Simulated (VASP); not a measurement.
Here is a VASP 6.6.1 calculation.

The input INCAR:

```
ALGO     = Normal         # electronic algorithm
EDIFF    = 1E-7           # SCF threshold, eV
ENCUT    = 520            # plane-wave cutoff, eV
GGA      = CA             # functional
ISIF     = 2              # what is computed and relaxed
ISMEAR   = -1             # smearing method
LASPH    = True           # aspherical terms in the spheres
LCHARG   = False          # write CHGCAR
LDAU     = True           # DFT+U
LDAUJ    = 0 0 0 0      
LDAUL    = -1 -1 2 -1     # shell
LDAUPRINT= 1            
LDAUTYPE = 2            
LDAUU    = 0 0 1 0        # U, eV
LMAXMIX  = 4              # l up to which the mixer works
LREAL    = False          # projectors in reciprocal space
LWAVE    = False          # write WAVECAR
NBANDS   = 54             # bands
NELM     = 150            # most SCF steps
PREC     = Accurate       # precision mode
SIGMA    = 0.05           # smearing width, eV
```

The input KPOINTS:

```
k-points
0
Gamma
  4 4 4
```

POSCAR

```
Cs2AgBiBr6
1.0
    0.0000000000      5.6161000000      5.6161000000
    5.6161000000      0.0000000000      5.6161000000
    5.6161000000      5.6161000000      0.0000000000
Bi Cs Ag Br
1 2 1 6
Direct
    0.0000000000      0.0000000000      0.0000000000
    0.7500000000      0.7500000000      0.7500000000
    0.2500000000      0.2500000000      0.2500000000
    0.5000000000      0.5000000000      0.5000000000
    0.7494500000      0.7494500000      0.2505500000
    0.2505500000      0.2505500000      0.7494500000
    0.7494500000      0.2505500000      0.2505500000
    0.7494500000      0.2505500000      0.7494500000
    0.2505500000      0.7494500000      0.7494500000
    0.2505500000      0.7494500000      0.2505500000
```

Potentials or basis: VASP PAW LDA potentials, release 64 (Bi_d, Cs_sv, Ag, Br).

The run is started by

```console
$ cat potpaw_LDA.64/Bi_d/POTCAR potpaw_LDA.64/Cs_sv/POTCAR potpaw_LDA.64/Ag/POTCAR potpaw_LDA.64/Br/POTCAR > POTCAR
$ mpirun -np 1 vasp_std > vasp.out
```

(1) Estimate the band gap on the k mesh.

(2) What does it give for the largest force?

(3) What does it give for the pressure?

Answers

(1) 1.20 eV (least direct gap 2.41 eV).

(2) 0.330 eV/Å.

(3) -1.4 GPa.

Caveat: spin-orbit coupling is left out, which moves the levels of the heavy elements.
